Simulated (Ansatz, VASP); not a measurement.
**Two plane-wave programs on Au**

```
Au
1.0
     2.93929   -0.01696    0.37770
    -0.03051    2.93739    0.39132
    -0.52022   -0.54151    4.02403
Au
2
Cartesian
  0.3370 0.3240 3.2103
  2.0515 2.0549 1.5828
```

Alike in both runs: task relaxation of cell and atoms; functional PBE; k mesh 14 × 14 × 10; occupations gaussian, width 0.1 eV; no spin polarisation.

```csv
,VASP,Ansatz
version,VASP 6.6.1,Ansatz 0.2.0
potentials or method,"VASP PAW PBE potentials, release 64 (Au), cutoff 600 eV","scalar-relativistic, plane waves, PAW"
valence electrons in the cell,22,38
```

|  | VASP | Ansatz | Ansatz less VASP |
| --- | --- | --- | --- |
| gap on the k mesh at the Fermi level, each at its own relaxed structure (eV) | none | none | - |
| relaxed volume (Å³/atom) | 17.95 | 17.97 | +0.021 |
| relaxed length of the cell vector where the two differ most in proportion (Å) | 4.085 | 4.079 | -0.0057 |

A gap of «none» marks a metal or a gap that the smearing closes. VASP's potentials hold 22 valence electrons a cell and Ansatz's 38, so a difference there can come from the potentials and not from the codes. Ansatz's warnings: structure snapped to symmetry.

Spin-orbit coupling is off throughout.
